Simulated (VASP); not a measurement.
## Ga2P3: single point with PBE

Ga2P3:

```
CELL_PARAMETERS angstrom
1.81559 1.04823 7.59439
-1.81559 1.04823 7.59439
0.00000 -2.09646 7.59439
ATOMIC_POSITIONS crystal
Ga 0.39435 0.39435 0.39435
Ga 0.60565 0.60565 0.60565
P 0.00000 0.00000 0.00000
P 0.19212 0.19212 0.19212
P 0.80788 0.80788 0.80788
```

```yaml
Program: VASP 6.6.1
Task: single point
Functional: PBE
Potentials_or_basis: VASP PAW PBE potentials, release 64 (Ga_d, P)
Cutoff: 520 eV
k_mesh: 6 × 6 × 6
Occupations: gaussian, width 0.1 eV
Spin: no spin polarisation
Dipole_correction: no
Further_INCAR_settings: ALGO = Normal; EDIFF = 1e-06; NBANDS = 28
```

```
Pressure      : 0.0 GPa
Largest force : 0.020 eV/Å
```

Forces in eV/Å, atoms in the order of the input:
```
Ga   0.000  0.000 -0.020
Ga   0.000  0.000  0.020
P    0.000  0.000  0.000
P    0.000  0.000  0.002
P    0.000  0.000 -0.002
```

Levels at points of the mesh, in eV from the Fermi level:
| k point | band 16 | band 17 | band 18 | band 19 | band 20 | band 21 | band 22 | band 23 | band 24 | band 25 |
| --- | --- | --- | --- | --- | --- | --- | --- | --- | --- | --- |
| (0.00, 0.00, 0.00) | -2.26 | -2.26 | -0.21 | -0.21 | 0.19 | 1.12 | 1.12 | 2.67 | 3.44 | 3.44 |
| (0.50, 0.00, 0.00) | -5.36 | -3.93 | -2.20 | -2.10 | -1.34 | -1.28 | 0.25 | 2.38 | 3.31 | 3.36 |
| (0.50, 0.50, 0.00) | -4.10 | -4.02 | -3.82 | -3.23 | -1.78 | 0.36 | 0.86 | 1.17 | 2.61 | 4.07 |
| (0.50, 0.50, 0.50) | -2.26 | -0.74 | -0.61 | -0.17 | -0.17 | 0.93 | 0.93 | 1.84 | 4.15 | 4.28 |

It took 6.6 min on 1 thread of AMD EPYC 7R43 64-Core Processor (Zen 3) (shared host), peak memory 0.43 GiB.
